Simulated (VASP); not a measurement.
# MgH2 (I4_1/amd) in VASP: a series of runs

Runs on MgH2. Level: r2SCAN. Tasks: single point.

All numbers are computed with VASP 6.6.1; they aren't measurements. Logs are shortened: lines on timing, memory, paths and dates and some standing lists are left out, and cuts for length are marked.

### 1 The cell of the first run

It takes space group I4_1/amd (No. 141, tetragonal). The conventional cell has a = 3.704 Å, b = 3.704 Å, c = 9.196 Å, α = 90.00°, β = 90.00°, γ = 90.00°. Mg (site symmetry -4m2) has 6 H at 1.89 to 1.93 Å within 2.5 Å. Within 2.5 Å of H (site symmetry 2mm) lie 3 Mg at 1.89 to 1.93 Å and 2 H at 2.43 Å.

### 2 Single point, r2SCAN (10.51 Å³/atom)

File POSCAR:

```
MgH2
1.0
   -1.8520605465      1.8520605465      4.5977718420
    1.8520605465     -1.8520605465      4.5977718420
    1.8520605465      1.8520605465     -4.5977718420
Mg H
2 4
Direct
    0.7500000000      0.2500000000      0.5000000000
    0.0000000000      0.0000000000      0.0000000000
    0.5398169929      0.0398169929      0.5000000000
    0.7898169929      0.7898169929      0.0000000000
    0.2101830071      0.2101830071      0.0000000000
    0.9601830071      0.4601830071      0.5000000000
```

File INCAR.step1:

```
  PREC = Accurate
  ENCUT = 520
  ISMEAR = 0
  SIGMA = 0.01
  LREAL = False
  LASPH = True
  NELM = 100
  NBANDS = 13
  GGA = PE
  ALGO = Normal
  EDIFF = 1E-4
  LWAVE = True
  LCHARG = False
```

File INCAR.step2:

```
  PREC = Accurate
  ENCUT = 520
  EDIFF = 1E-6
  ISMEAR = 0
  SIGMA = 0.01
  LREAL = False
  LASPH = True
  NELM = 100
  ALGO = Normal
  ISIF = 2
  LWAVE = False
  LCHARG = True
  METAGGA = R2SCAN
  LMIXTAU = True
  LELF = True
  LVHAR = True
  NBANDS = 13
  ISTART = 1
```

File KPOINTS:

```
regular mesh
0
Gamma
  8 8 8
```

Potentials or basis: VASP PAW PBE potentials, release 64 (Mg, H).

Run with:

```console
$ cat potpaw_PBE.64/Mg/POTCAR potpaw_PBE.64/H/POTCAR > POTCAR
$ cp INCAR.step1 INCAR
$ mpirun -np 1 vasp_std > vasp.out
$ cp INCAR.step2 INCAR
$ mpirun -np 1 vasp_std > vasp.out
```

OUTCAR:

```text
PREC = Accurate
   ENCUT = 520
   EDIFF = 1E-6
   ISMEAR = 0
   LREAL = False
   LASPH = True
   NELM = 100
   ISIF = 2
   METAGGA = R2SCAN
   ISTART = 1

 ion  position               nearest neighbor table
   1  0.750  0.250  0.500-   4 1.89   5 1.89   4 1.89   5 1.89   3 1.93   6 1.93   2 2.95   2 2.95
                             2 2.95   2 2.95
   2  0.000  0.000  0.000-   3 1.89   6 1.89   3 1.89   6 1.89   5 1.93   4 1.93   1 2.95   1 2.95
                             1 2.95   1 2.95
   3  0.540  0.040  0.500-   2 1.89   2 1.89   1 1.93
   4  0.790  0.790  0.000-   1 1.89   1 1.89   2 1.93
   5  0.210  0.210  0.000-   1 1.89   1 1.89   2 1.93
   6  0.960  0.460  0.500-   2 1.89   2 1.89   1 1.93

  LATTYP: Found a body centered tetragonal cell.
 ALAT       =     3.7041210930
 C/A-ratio  =     2.4825170272

  Lattice vectors:

 A1 = (  -1.8520605465,   1.8520605465,   4.5977718420)
 A2 = (   1.8520605465,  -1.8520605465,   4.5977718420)
 A3 = (   1.8520605465,   1.8520605465,  -4.5977718420)

Analysis of symmetry for initial positions (statically):
=====================================================================
 Subroutine PRICEL returns:
 Original cell was already a primitive cell.

 Routine SETGRP: Setting up the symmetry group for a
 body centered tetragonal supercell.

 Subroutine GETGRP returns: Found 16 space group operations
 (whereof  8 operations were pure point group operations)
 out of a pool of 16 trial point group operations.

The static configuration has the point symmetry D_2d.
 The point group associated with its full space group is D_4h.

Analysis of symmetry for dynamics (positions and initial velocities):
=====================================================================
 Subroutine PRICEL returns:
 Original cell was already a primitive cell.

 Routine SETGRP: Setting up the symmetry group for a
 body centered tetragonal supercell.

 Subroutine GETGRP returns: Found 16 space group operations
 (whereof  8 operations were pure point group operations)
 out of a pool of 16 trial point group operations.

The dynamic configuration has the point symmetry D_2d.
 The point group associated with its full space group is D_4h.

 Subroutine INISYM returns: Found 16 space group operations
 (whereof  8 operations are pure point group operations),
 and found     1 'primitive' translations

----------------------------------------------------------------------------------------

                                     Primitive cell

  volume of cell :      63.0838

  direct lattice vectors                    reciprocal lattice vectors
    -1.852060546  1.852060546  4.597771842     0.000000000  0.269969576  0.108748328
     1.852060546 -1.852060546  4.597771842     0.269969576  0.000000000  0.108748328
     1.852060546  1.852060546 -4.597771842     0.269969576  0.269969576  0.000000000

  length of vectors
     5.291480175  5.291480175  5.291480175     0.291049430  0.291049430  0.381794635

  position of ions in fractional coordinates (direct lattice)
     0.750000000  0.250000000  0.500000000
     0.000000000  0.000000000  0.000000000
     0.539816993  0.039816993  0.500000000
     0.789816993  0.789816993  0.000000000
     0.210183007  0.210183007  0.000000000
     0.960183007  0.460183007  0.500000000

  ion indices of the primitive-cell ions
   primitive index   ion index
                 1           1
                 2           2
                 3           3
                 4           4
                 5           5
                 6           6

----------------------------------------------------------------------------------------

 KPOINTS: regular mesh

Automatic generation of k-mesh.
 Grid dimensions read from file:
 generate k-points for:    8    8    8

 Generating k-lattice:

  Cartesian coordinates                     Fractional coordinates (reciprocal lattice)
     0.000000000  0.033746197  0.013593541     0.125000000  0.000000000  0.000000000
     0.033746197  0.000000000  0.013593541     0.000000000  0.125000000  0.000000000
     0.033746197  0.033746197  0.000000000     0.000000000  0.000000000  0.125000000

  Length of vectors
     0.036381179  0.036381179  0.047724329

  Shift w.r.t. Gamma in fractional coordinates (k-lattice)
     0.000000000  0.000000000  0.000000000

 Subroutine IBZKPT returns following result:
 ===========================================

 Found     59 irreducible k-points:

 Following reciprocal coordinates:
            Coordinates               Weight
  0.000000  0.000000  0.000000      1.000000
  0.125000  0.000000 -0.000000      8.000000
  0.250000  0.000000 -0.000000      8.000000
  0.375000  0.000000 -0.000000      8.000000
  0.500000  0.000000 -0.000000      4.000000
  0.125000  0.125000 -0.000000      8.000000
[... 16 lines left out ...]
  0.250000  0.125000  0.125000     16.000000
  0.375000  0.125000  0.125000      8.000000
 [... further k-points ...]
   k-points           NKPTS =     59   k-points in BZ     NKDIM =     59   number of bands    NBANDS=     13
   number of dos      NEDOS =    301   number of ions     NIONS =      6
   total plane-waves  NPLWV =  64000
   dimension x,y,z NGX =    40 NGY =   40 NGZ =   40
   dimension x,y,z NGXF=    80 NGYF=   80 NGZF=   80
   ions per type =               2   4
   NGX,Y,Z   is equivalent  to a cutoff of  12.57, 12.57, 12.57 a.u.
   NGXF,Y,Z  is equivalent  to a cutoff of  25.13, 25.13, 25.13 a.u.
 SYSTEM =  unknown system
   PREC   = accura    normal or accurate (medium, high low for compatibility)
   ISTART =      1    job   : 0-new  1-cont  2-samecut
   ICHARG =      0    charge: 1-file 2-atom 10-const
   ISPIN  =      1    spin polarized calculation?
   LNONCOLLINEAR =      F non collinear calculations
   LSORBIT =      F    spin-orbit coupling
   LASPH  =      T    aspherical Exc in radial PAW
   ENCUT  =  520.0 eV  38.22 Ry    6.18 a.u.   9.84  9.84  9.84*2*pi/ulx,y,z
   NELM   =    100;   NELMIN=  2; NELMDL=  0     # of ELM steps
   EDIFF  = 0.1E-05   stopping-criterion for ELM
   LREAL  =      F    real-space projection
   EDIFFG = 0.1E-04   stopping-criterion for IOM
   NSW    =      0    number of steps for IOM
   IBRION =     -1    ionic relax: 0-MD 1-quasi-New 2-CG
   NFREE  =      0    steps in history (QN), initial steepest desc. (CG)
   ISIF   =      2    stress and relaxation
   ISYM   =      2    0-nonsym 1-usesym 2-fastsym
   POTIM  = 0.5000    time-step for ionic-motion
   TEBEG  =    0.0;   TEEND  =   0.0 temperature during run
   PSTRESS=    0.0 pullay stress
   NELECT =       8.0000    total number of electrons
   NUPDOWN=      -1.0000    fix difference up-down
   EMIN   =  10.00;   EMAX   =-10.00  energy-range for DOS
   EFERMI =   0.00;   METHOD = LEGACY
   ISMEAR =     0;   SIGMA  =   0.01  broadening in eV -4-tet -1-fermi 0-gaus
   EFERMI_NEDOS =   21; number of points for ismear=-14 and -15
   IALGO  =     38    algorithm
   IMIX   =      4    mixing-type and parameters
     AMIX     =   0.40;   BMIX     =  1.00
     AMIX_MAG =   1.60;   BMIX_MAG =  1.00
  volume/ion in A,a.u.               =      10.51        70.95
  Fermi-wavevector in a.u.,A,eV,Ry     =   0.822493  1.554286  9.204271  0.676495
  Thomas-Fermi vector in A             =   1.933838
   LORBIT       =      0    0 simple, 1 ext, 2 COOP (PROOUT), +10 PAW based schemes
   METAGGA = R2SCAN    functional components
   LHFCALC =     F    Hartree Fock is set to
   AEXX    =    0.0000 exact exchange contribution
   IVDW    =     0    specifies the selected vdW correction
   LEPSILON=     F    determine dielectric tensor
   LRPA    =     F    only Hartree local field effects (RPA)
 non-spin polarized calculation
 Gauss-broadening in eV      SIGMA  =   0.01
  energy-cutoff  :      520.00
  volume of cell :       63.08
 maximum number of plane-waves:      1718
   NGX = 19   NGY = 19   NGZ = 19

 number of electron       8.0000000 magnetization

 Free energy of the ion-electron system (eV)
  ---------------------------------------------------
  ext. energy  EPLUGINS =         0.00000000
  ---------------------------------------------------
  free energy    TOTEN  =       -23.49350670 eV

  energy without entropy =      -23.49350670  energy(sigma->0) =      -23.49350670

 E-fermi :  -0.3758     XC(G=0):  -8.4488

 val. band max:       -0.4441602786   @ k =   0.0000   0.0000   0.0000
 cond. band min:       3.6966728459   @ k =   0.5000   0.5000  -0.0000
 fundamental gap:      4.1408331245
 Fermi energy:        -0.3757592347

 k-point     1 :       0.0000    0.0000    0.0000
  band No.  band energies     occupation
      1      -7.6329      2.00000
      2      -2.5850      2.00000
      3      -2.3421      2.00000
      4      -0.4442      2.00000
      5       4.8659      0.00000
      6       7.0492      0.00000
      7       7.0492      0.00000
      8       7.5963      0.00000
      9       7.5963      0.00000
     10       9.4201      0.00000
     11       9.7904      0.00000
     12      15.5546      0.00000
     13      16.0125      0.00000

 k-point     2 :       0.1250    0.0000   -0.0000
  band No.  band energies     occupation
      1      -7.4568      2.00000
      2      -2.8988      2.00000
      3      -2.0539      2.00000
      4      -0.7331      2.00000
      5       4.6208      0.00000
      6       6.5996      0.00000
      7       6.9971      0.00000
      8       7.3753      0.00000
      9       7.9842      0.00000
     10      10.4734      0.00000
     11      11.0244      0.00000
     12      14.0567      0.00000
     13      14.0918      0.00000
[... 321 lines left out ...]
 k-point    23 :       0.2500    0.1250    0.1250
  band No.  band energies     occupation
      1      -5.5796      2.00000
      2      -3.4110      2.00000
      3      -2.7007      2.00000
      4      -1.8707      2.00000
      5       4.0282      0.00000
      6       5.1958      0.00000
      7       5.4125      0.00000
      8       7.9338      0.00000
      9       8.6156      0.00000
     10      10.4174      0.00000
     11      12.2138      0.00000
     12      13.5693      0.00000
     13      14.2123      0.00000

 k-point    24 :       0.3750    0.1250    0.1250
  band No.  band energies     occupation
      1      -4.9250      2.00000
      2      -3.9262      2.00000
      3      -2.9771      2.00000
      4      -1.8384      2.00000
      5       3.8040      0.00000
      6       5.4690      0.00000
      7       5.9944      0.00000
      8       7.3147      0.00000
      9       8.6829      0.00000
     10       9.3042      0.00000
     11      12.8411      0.00000
     12      13.0924      0.00000
     13      14.0756      0.00000

 [... further k-points ...]
[... 5 lines left out ...]
  --------------------------------------------------------------------------------------
  -------------------------------------------------------------------------------------
  Total        1.1162802      1.1162802      1.2444205      0.0000000      0.0000000      0.0000000
  in kB       28.3508477     28.3508477     31.6053041      0.0000000      0.0000000      0.0000000
  external PRESSURE =      29.4356665 kB  Pullay stress =       0.0000000 kB

 VOLUME and BASIS-vectors are now :
 -----------------------------------------------------------------------------
  energy-cutoff  :      520.00
  volume of cell :       63.08
      direct lattice vectors                 reciprocal lattice vectors
    -1.852060546  1.852060546  4.597771842     0.000000000  0.269969576  0.108748328
     1.852060546 -1.852060546  4.597771842     0.269969576  0.000000000  0.108748328
     1.852060546  1.852060546 -4.597771842     0.269969576  0.269969576  0.000000000

 POSITION                                       TOTAL-FORCE (eV/Angst)
 -----------------------------------------------------------------------------------
     -0.00000      1.85206      2.29889        -0.000000     -0.000000     -0.000000
      0.00000      0.00000      0.00000        -0.000000     -0.000000      0.000000
      0.00000      1.85206      0.36614         0.000000     -0.000000     -0.056978
      0.00000      0.00000      7.26280        -0.000000      0.000000     -0.056978
      0.00000      0.00000      1.93275        -0.000000      0.000000      0.056978
     -0.00000      1.85206      4.23163         0.000000     -0.000000      0.056978
 -----------------------------------------------------------------------------------
    total drift:                               -0.000000     -0.000000      0.000000

  FREE ENERGIE OF THE ION-ELECTRON SYSTEM (eV)
  ---------------------------------------------------
  free  energy   TOTEN  =       -23.4935067001 eV

  energy  without entropy=      -23.4935067001  energy(sigma->0) =      -23.49350670
```

Run time: 2.5 min. Hardware: 1 thread of Intel Xeon 6975P-C (Granite Rapids), shared host; peak memory 0.27 GiB.

Results:

| Item | Value |
| --- | --- |
| Free energy | -23.4935 eV |
| Pressure | 2.9 GPa |
| Largest force | 0.057 eV/Å |
| Band gap on the k mesh | 4.14 eV (least direct gap 5.31 eV) |

Forces on the atoms (eV/Å):
```
Mg   0.000  0.000  0.000
Mg   0.000  0.000  0.000
H    0.000  0.000 -0.057
H    0.000  0.000 -0.057
H    0.000  0.000  0.057
H    0.000  0.000  0.057
```

Caveat: the PAW data sets were made with another functional, which shifts forces and pressure a little.

(Continued in part 2 of 3.)
